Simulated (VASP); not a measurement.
# W5C (I4/m) in VASP: relaxation of cell and atoms with PBE

Aim: the relaxation of cell and atoms of W5C with PBE.

Everything below comes from runs of VASP 6.6.1. Logs are shortened: lines on timing, memory, paths and dates and some standing lists are left out, and cuts for length are marked.

### Step 1. The cell of the first run

It takes space group I4/m (No. 87, tetragonal). The conventional cell has a = 6.411 Å, b = 6.411 Å, c = 4.241 Å, α = 90.00°, β = 90.00°, γ = 90.00°. W (site symmetry 4/m) has 2 C at 2.12 Å and 4 W at 2.78 Å within 2.8 Å. W (site symmetry m) has 1 C at 2.10 Å and 12 W at 2.78 to 2.98 Å within 3.0 Å. C (site symmetry 4/m) has 6 W at 2.10 to 2.12 Å within 2.8 Å.

### Step 2. Relaxation of cell and atoms, PBE (with an interstitial atom)

The input, INCAR:

```
SYSTEM = W5C
PREC = Accurate
ENCUT = 600
EDIFF = 1E-6
ISMEAR = 0
SIGMA = 0.1
LREAL = .False.
LASPH = .True.
NELM = 80
ALGO = Fast
ISIF = 3
LWAVE = .False.
LCHARG = .False.
GGA = PE
IBRION = 2
NSW = 100
EDIFFG = -0.01
```

The input, KPOINTS:

```
Automatic mesh
0
Gamma
  10 10 10
  0 0 0
```

The input, POSCAR:

```
W5C
1.0
   -3.2053064734      3.2053064734      2.1205258072
    3.2053064734     -3.2053064734      2.1205258072
    3.2053064734      3.2053064734     -2.1205258072
W C
5 1
Direct
    0.0000000000      0.0000000000      0.0000000000
    0.8077320374      0.6115448768      0.4192769142
    0.6115448768      0.1922679626      0.8038128394
    0.1922679626      0.3884551232      0.5807230858
    0.3884551232      0.8077320374      0.1961871606
    0.5000000000      0.5000000000      0.0000000000
```

Potentials or basis: VASP PAW PBE potentials, release 64 (W_sv, C).

On the command line:

```sh
$ cat potpaw_PBE.64/W_sv/POTCAR potpaw_PBE.64/C/POTCAR > POTCAR
$ mpirun -np 1 vasp_std > vasp.out
```

OUTCAR:

```text
SYSTEM = W5C
   PREC = Accurate
   ENCUT = 600
   EDIFF = 1E-6
   ISMEAR = 0
   LREAL = .False.
   LASPH = .True.
   NELM = 80
   ISIF = 3
   GGA = PE
   IBRION = 2
   NSW = 100
   EDIFFG = -0.01

 ion  position               nearest neighbor table
   1  0.000  0.000  0.000-   6 2.12   6 2.12   3 2.78   5 2.78   2 2.78   4 2.78   5 2.98   3 2.98
                             4 2.98   2 2.98   4 2.98   2 2.98   3 2.98   5 2.98
   2  0.808  0.612  0.419-   6 2.10   1 2.78   4 2.85   4 2.86   4 2.86   5 2.93   3 2.93   5 2.93
                             3 2.93   3 2.97   5 2.97   1 2.98   1 2.98
   3  0.612  0.192  0.804-   6 2.10   1 2.78   5 2.85   5 2.86   5 2.86   4 2.93   2 2.93   4 2.93
                             2 2.93   2 2.97   4 2.97   1 2.98   1 2.98
   4  0.192  0.388  0.581-   6 2.10   1 2.78   2 2.85   2 2.86   2 2.86   3 2.93   5 2.93   3 2.93
                             5 2.93   5 2.97   3 2.97   1 2.98   1 2.98
   5  0.388  0.808  0.196-   6 2.10   1 2.78   3 2.85   3 2.86   3 2.86   2 2.93   4 2.93   2 2.93
                             4 2.93   4 2.97   2 2.97   1 2.98   1 2.98
   6  0.500  0.500  0.000-   3 2.10   5 2.10   4 2.10   2 2.10   1 2.12   1 2.12

  LATTYP: Found a body centered tetragonal cell.
 ALAT       =     6.4106129468
 C/A-ratio  =     0.6615672557

  Lattice vectors:

 A1 = (  -3.2053064734,   3.2053064734,   2.1205258072)
 A2 = (   3.2053064734,  -3.2053064734,   2.1205258072)
 A3 = (   3.2053064734,   3.2053064734,  -2.1205258072)

Analysis of symmetry for initial positions (statically):
=====================================================================
 Subroutine PRICEL returns:
 Original cell was already a primitive cell.

 Routine SETGRP: Setting up the symmetry group for a
 body centered tetragonal supercell.

 Subroutine GETGRP returns: Found  8 space group operations
 (whereof  8 operations were pure point group operations)
 out of a pool of 16 trial point group operations.

The static configuration has the point symmetry C_4h.

Analysis of symmetry for dynamics (positions and initial velocities):
=====================================================================
 Subroutine PRICEL returns:
 Original cell was already a primitive cell.

 Routine SETGRP: Setting up the symmetry group for a
 body centered tetragonal supercell.

 Subroutine GETGRP returns: Found  8 space group operations
 (whereof  8 operations were pure point group operations)
 out of a pool of 16 trial point group operations.

The dynamic configuration has the point symmetry C_4h.

 Subroutine INISYM returns: Found  8 space group operations
 (whereof  8 operations are pure point group operations),
 and found     1 'primitive' translations

----------------------------------------------------------------------------------------

                                     Primitive cell

  volume of cell :      87.1450

  direct lattice vectors                    reciprocal lattice vectors
    -3.205306473  3.205306473  2.120525807     0.000000000  0.155991324  0.235790575
     3.205306473 -3.205306473  2.120525807     0.155991324  0.000000000  0.235790575
     3.205306473  3.205306473 -2.120525807     0.155991324  0.155991324  0.000000000

  length of vectors
     5.004458899  5.004458899  5.004458899     0.282719806  0.282719806  0.220605046

  position of ions in fractional coordinates (direct lattice)
     0.000000000  0.000000000  0.000000000
     0.807732037  0.611544877  0.419276914
     0.611544877  0.192267963  0.803812839
     0.192267963  0.388455123  0.580723086
     0.388455123  0.807732037  0.196187161
     0.500000000  0.500000000  0.000000000

  ion indices of the primitive-cell ions
   primitive index   ion index
                 1           1
                 2           2
                 3           3
                 4           4
                 5           5
                 6           6

----------------------------------------------------------------------------------------

 KPOINTS: Automatic mesh

Automatic generation of k-mesh.
 Grid dimensions read from file:
 generate k-points for:   10   10   10

 Generating k-lattice:

  Cartesian coordinates                     Fractional coordinates (reciprocal lattice)
     0.000000000  0.015599132  0.023579058     0.100000000 -0.000000000  0.000000000
     0.015599132  0.000000000  0.023579058    -0.000000000  0.100000000  0.000000000
     0.015599132  0.015599132  0.000000000     0.000000000  0.000000000  0.100000000

  Length of vectors
     0.028271981  0.028271981  0.022060505

  Shift w.r.t. Gamma in fractional coordinates (k-lattice)
     0.000000000  0.000000000  0.000000000

 Subroutine IBZKPT returns following result:
 ===========================================

 Found    144 irreducible k-points:

 Following reciprocal coordinates:
            Coordinates               Weight
  0.000000  0.000000  0.000000      1.000000
  0.100000  0.000000  0.000000      8.000000
  0.200000  0.000000  0.000000      8.000000
  0.300000  0.000000  0.000000      8.000000
  0.400000  0.000000  0.000000      8.000000
  0.500000  0.000000 -0.000000      4.000000
[... 16 lines left out ...]
  0.200000  0.200000  0.000000      8.000000
  0.300000  0.200000  0.000000      8.000000
 [... further k-points ...]
   k-points           NKPTS =    144   k-points in BZ     NKDIM =    144   number of bands    NBANDS=     44
   number of dos      NEDOS =    301   number of ions     NIONS =      6
   total plane-waves  NPLWV =  64000
   dimension x,y,z NGX =    40 NGY =   40 NGZ =   40
   dimension x,y,z NGXF=    80 NGYF=   80 NGZF=   80
   ions per type =               5   1
   NGX,Y,Z   is equivalent  to a cutoff of  13.29, 13.29, 13.29 a.u.
   NGXF,Y,Z  is equivalent  to a cutoff of  26.58, 26.58, 26.58 a.u.
 SYSTEM =  W5C
   PREC   = accura    normal or accurate (medium, high low for compatibility)
   ISTART =      0    job   : 0-new  1-cont  2-samecut
   ICHARG =      2    charge: 1-file 2-atom 10-const
   ISPIN  =      1    spin polarized calculation?
   LNONCOLLINEAR =      F non collinear calculations
   LSORBIT =      F    spin-orbit coupling
   LASPH  =      T    aspherical Exc in radial PAW
   ENCUT  =  600.0 eV  44.10 Ry    6.64 a.u.  10.00 10.00 10.00*2*pi/ulx,y,z
   NELM   =     80;   NELMIN=  2; NELMDL= -5     # of ELM steps
   EDIFF  = 0.1E-05   stopping-criterion for ELM
   LREAL  =      F    real-space projection
   EDIFFG = -.1E-01   stopping-criterion for IOM
   NSW    =    100    number of steps for IOM
   IBRION =      2    ionic relax: 0-MD 1-quasi-New 2-CG
   NFREE  =      1    steps in history (QN), initial steepest desc. (CG)
   ISIF   =      3    stress and relaxation
   ISYM   =      2    0-nonsym 1-usesym 2-fastsym
   POTIM  = 0.5000    time-step for ionic-motion
   TEBEG  =    0.0;   TEEND  =   0.0 temperature during run
   PSTRESS=    0.0 pullay stress
   NELECT =      74.0000    total number of electrons
   NUPDOWN=      -1.0000    fix difference up-down
   EMIN   =  10.00;   EMAX   =-10.00  energy-range for DOS
   EFERMI =   0.00;   METHOD = LEGACY
   ISMEAR =     0;   SIGMA  =   0.10  broadening in eV -4-tet -1-fermi 0-gaus
   EFERMI_NEDOS =   21; number of points for ismear=-14 and -15
   IALGO  =     68    algorithm
   IMIX   =      4    mixing-type and parameters
     AMIX     =   0.40;   BMIX     =  1.00
     AMIX_MAG =   1.60;   BMIX_MAG =  1.00
  volume/ion in A,a.u.               =      14.52        98.01
  Fermi-wavevector in a.u.,A,eV,Ry     =   1.550260  2.929566 32.698960  2.403306
  Thomas-Fermi vector in A             =   2.654949
   LORBIT       =      0    0 simple, 1 ext, 2 COOP (PROOUT), +10 PAW based schemes
   GGA     = PE    functional components
   LHFCALC =     F    Hartree Fock is set to
   AEXX    =    0.0000 exact exchange contribution
   IVDW    =     0    specifies the selected vdW correction
   LEPSILON=     F    determine dielectric tensor
   LRPA    =     F    only Hartree local field effects (RPA)
 conjugate gradient relaxation of ions
 non-spin polarized calculation
 RMM-DIIS sequential band-by-band and
 Gauss-broadening in eV      SIGMA  =   0.10
  energy-cutoff  :      600.00
  volume of cell :       87.15
 maximum number of plane-waves:      2937
   NGX = 19   NGY = 19   NGZ = 19

--------------------------------------- Ionic step        1  -------------------------------------------

 number of electron      74.0000002 magnetization

 Free energy of the ion-electron system (eV)
  ---------------------------------------------------
  ext. energy  EPLUGINS =         0.00000000
  ---------------------------------------------------
  free energy    TOTEN  =       -72.80848684 eV

  energy without entropy =      -72.78362393  energy(sigma->0) =      -72.79605538

------------------------ aborting loop because EDIFF is reached ----------------------------------------

  FORCE on cell =-STRESS in cart. coord.  units (eV):
  Direction    XX          YY          ZZ          XY          YZ          ZX
  --------------------------------------------------------------------------------------
  -------------------------------------------------------------------------------------
  Total        0.4404125      0.4404125      0.1421780     -0.0000000      0.0000000      0.0000000
  in kB        8.0970640      8.0970640      2.6139679     -0.0000005      0.0000000      0.0000000
  external PRESSURE =       6.2693653 kB  Pullay stress =       0.0000000 kB
[... 225 lines left out ...]
  energy  without entropy=      -72.7852549885  energy(sigma->0) =      -72.79750684

--------------------------------------- Ionic step        7  -------------------------------------------

 number of electron      74.0000002 magnetization

 Free energy of the ion-electron system (eV)
  ---------------------------------------------------
  ext. energy  EPLUGINS =         0.00000000
  ---------------------------------------------------
  free energy    TOTEN  =       -72.80976067 eV

  energy without entropy =      -72.78525453  energy(sigma->0) =      -72.79750760

 E-fermi :  10.7280     XC(G=0): -13.4522

 val. band max:       10.7279983358   @ k =  -0.1000   0.1000   0.1000
 cond. band min:      10.7282548357   @ k =  -0.4000   0.1000   0.0000
 fundamental gap:      0.0002564999
 Fermi energy:        10.7280349308

 k-point     1 :       0.0000    0.0000    0.0000
  band No.  band energies     occupation
      1     -63.2375      2.00000
      2     -63.1434      2.00000
      3     -63.1278      2.00000
      4     -63.1278      2.00000
      5     -63.1253      2.00000
      6     -27.7838      2.00000
[... 1117 lines left out ...]
     43      13.4812      0.00000
     44      14.0047      0.00000

 [... further k-points ...]

------------------------ aborting loop because EDIFF is reached ----------------------------------------

  FORCE on cell =-STRESS in cart. coord.  units (eV):
  Direction    XX          YY          ZZ          XY          YZ          ZX
  --------------------------------------------------------------------------------------
  -------------------------------------------------------------------------------------
  Total       -0.0482903     -0.0482903     -0.0206579     -0.0000001      0.0000000     -0.0000000
  in kB       -0.8862386     -0.8862386     -0.3791209     -0.0000019      0.0000000     -0.0000000
  external PRESSURE =      -0.7171994 kB  Pullay stress =       0.0000000 kB
[... 21 lines left out ...]
  FREE ENERGIE OF THE ION-ELECTRON SYSTEM (eV)
  ---------------------------------------------------
  free  energy   TOTEN  =       -72.8097606675 eV

  energy  without entropy=      -72.7852545291  energy(sigma->0) =      -72.79750760

 reached required accuracy - stopping structural energy minimisation
```

It took 89 min on 1 thread of Oxide Virtual Turin-like, shared host; peak memory 0.58 GiB.

Results:

```
Free energy                           : -72.8098 eV
Relaxed volume                        : 14.55 Å³/atom
Relaxed cell                          : a = 5.008 Å, b = 5.008 Å, c = 5.008 Å, α = 100.32°, β = 100.32°, γ = 129.91°
Space group after relaxing (to 0.1 Å) : I4/m (No. 87)
Energy gained by relaxing             : 0.2 meV/atom
Ionic steps                           : 7
Pressure after relaxing               : -0.1 GPa
Largest force after relaxing          : 0.010 eV/Å
Band gap on the k mesh                : zero (bands 37 and 38 overlap by 1.61 eV)
```

Forces on the atoms (eV/Å):
```
W    0.000  0.000  0.000
W   -0.003 -0.009  0.000
W    0.009 -0.003  0.000
W    0.003  0.009  0.000
W   -0.009  0.003  0.000
C    0.000  0.000  0.000
```

Step by step:
```csv
step,energy change (eV),largest force (eV/Å),pressure (GPa),volume (Å³)
1,0.0000,0.0971,0.63,87.15
2,0.0029,0.0763,-2.10,87.86
3,-0.0008,0.0533,-0.25,87.37
4,-0.0012,0.0249,0.07,87.25
5,-0.0012,0.0237,0.05,87.27
6,-0.0013,0.0107,-0.07,87.30
7,-0.0013,0.0097,-0.07,87.30
```

Final structure:
```cif
data_structure
_symmetry_space_group_name_H-M 'P 1'
_symmetry_Int_Tables_number 1
_cell_length_a 5.0084
_cell_length_b 5.0084
_cell_length_c 5.0084
_cell_angle_alpha 100.322
_cell_angle_beta 100.322
_cell_angle_gamma 129.914
_cell_volume 87.30
loop_
_atom_site_label
_atom_site_type_symbol
_atom_site_fract_x
_atom_site_fract_y
_atom_site_fract_z
_atom_site_occupancy
W1 W 0.00000 0.00000 0.00000 1
W2 W 0.80802 0.61233 0.42035 1
W3 W 0.61233 0.19198 0.80431 1
W4 W 0.19198 0.38767 0.57965 1
W5 W 0.38767 0.80802 0.19569 1
C1 C 0.50000 0.50000 0.00000 1
```

Caveat: the cell differs from its parent crystal (with an interstitial atom); spin-orbit coupling is left out, which moves the levels of the heavy elements.
